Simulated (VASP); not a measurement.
## MnO: single point with HF

The system is MnO.

```
Mn O
1.0
     0.00000    2.22391    2.22391
     2.22391    0.00000    2.22391
     2.22391    2.22391    0.00000
Mn O
1 1
Direct
  0.00000 0.00000 0.00000
  0.50000 0.50000 0.50000
```

| Item | Value |
| --- | --- |
| Program | VASP 6.6.1 |
| Task | single point |
| Functional | HF |
| Potentials or basis | VASP PAW PBE potentials, release 64 (Mn_pv, O) |
| Cutoff | 520 eV |
| k mesh | 5 × 5 × 5 |
| Occupations | fermi-dirac, width 0.05 eV |
| Spin | collinear spin, ferromagnetic start |
| Starting moments | [4.0, 0.0] μB |
| Dipole correction | no |
| Grid for exact exchange (PRECFOCK) | Normal |
| Further INCAR settings | ALGO = Normal; EDIFF = 1e-06; NBANDS = 20 |
| Share of exact exchange | 1 |

```
Pressure                                              : 8.9 GPa
Band gap on the k mesh                                : 11.25 eV (least direct gap 12.70 eV)
Net moment                                            : 5.00 μB per cell
Site moments                                          : Mn +4.72; O +0.13 μB
Valence electrons inside the program's atomic spheres : Mn 11.29; O 5.17
```

Levels at points of the mesh, in eV from the valence-band top:
Spin up:
| k point | band 9 | band 10 | band 11 | band 12 | band 13 | band 14 | band 15 | band 16 |
| --- | --- | --- | --- | --- | --- | --- | --- | --- |
| (0.00, 0.00, 0.00) | -5.82 | -2.44 | -2.44 | -2.44 | 11.25 | 26.35 | 28.94 | 28.94 |
Spin down:
| k point | band 5 | band 6 | band 7 | band 8 | band 9 | band 10 |
| --- | --- | --- | --- | --- | --- | --- |
| (0.00, 0.00, 0.00) | -1.45 | -1.45 | -1.45 | 12.78 | 17.38 | 17.38 |

Wall time 29 min on 1 thread of AMD EPYC 7R13 Processor (Zen 3), on a shared host, peak memory 0.13 GiB.

Caveat: the k points lie up to 0.49 Å⁻¹ apart; the PAW data sets were made with another functional, which shifts forces and pressure a little; an odd mesh through Γ misses points on the zone boundary, where band edges can lie; a cell with one magnetic atom can't hold antiferromagnetic order, which such compounds often take.
